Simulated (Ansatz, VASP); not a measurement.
## One calculation of RuS2, two programs

```
Ru S
1.0
     3.44324    0.00000    0.00000
    -1.72162    2.98194    0.00000
     0.00000    0.00000    5.58794
Ru S
1 2
Cartesian
  0.0000 0.0000 0.0000
  1.7216 0.9940 4.2086
  0.0000 1.9880 1.3793
```

Alike in both runs: task single point; functional PBEsol; k mesh 6 × 6 × 4; occupations gaussian, width 0.1 eV; collinear spin.

|  | VASP | Ansatz |
| --- | --- | --- |
| version | VASP 6.6.1 | Ansatz 0.2.0 |
| potentials or method | VASP PAW PBE potentials, release 64 (Ru_pv, S), cutoff 520 eV | scalar-relativistic, plane waves, PAW |
| valence electrons in the cell | 26 | 28 |

```tsv
	VASP	Ansatz	Ansatz less VASP
gap on the k mesh at the Fermi level (eV)	none	none	-
pressure (GPa)	-10.4	-10.3	+0.10
traceless stress, the component that is largest in VASP (GPa)	-0.82	-0.89	-0.075
rms of the force components (eV/Å)	0.473	0.471	-0.0016
net moment per atom (μB)	0.32	0.32	-0.002
size of the moment on the site where the two differ most (μB)	0.68	0.60	-0.076
```

VASP's potentials were made for PBE, not for PBEsol. Site moments also hang on the region over which each program counts them. Atom by atom the forces differ by 0.002 eV/Å (rms over components). A gap of «none» marks a metal or a gap that the smearing closes. The functional is the same, so the differences come from potentials, cutoffs and numerics. VASP's potentials hold 26 valence electrons a cell and Ansatz's 28, so a difference there can come from the potentials and not from the codes.
